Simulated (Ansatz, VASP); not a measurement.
**KBr in VASP and in Ansatz**

```xyz
2
Lattice="0.0000 3.2925 3.2925 3.2925 0.0000 3.2925 3.2925 3.2925 0.0000" Properties=species:S:1:pos:R:3 pbc="T T T"
K     0.0000    0.0000    0.0000
Br    3.2925    3.2483    3.2483
```

Change from the starting cell: all Br atoms moved +0.062 Å, as atom 2 towards its neighbour atom 2 (Br) at 4.656 Å.

Alike in both runs: task single point; functional PBE; k mesh 6 × 6 × 6; occupations gaussian, width 0.05 eV; no spin polarisation.

|  | VASP | Ansatz |
| --- | --- | --- |
| version | VASP 6.6.1 | Ansatz 0.2.0 |
| potentials or method | VASP PAW PBE potentials, release 64 (K_sv, Br), cutoff 520 eV | scalar-relativistic, plane waves, PAW |
| valence electrons in the cell | 16 | 16 |

```csv
,VASP,Ansatz,Ansatz less VASP
gap on the k mesh at the Fermi level (eV),4.45,4.45,+0.002
least direct gap on the mesh (eV),4.45,4.45,+0.002
pressure (GPa),0.9,0.9,-0.04
rms of the force components (eV/Å),0.046,0.046,-0.0007
```

Atom by atom the forces differ by 0.001 eV/Å (rms over components).
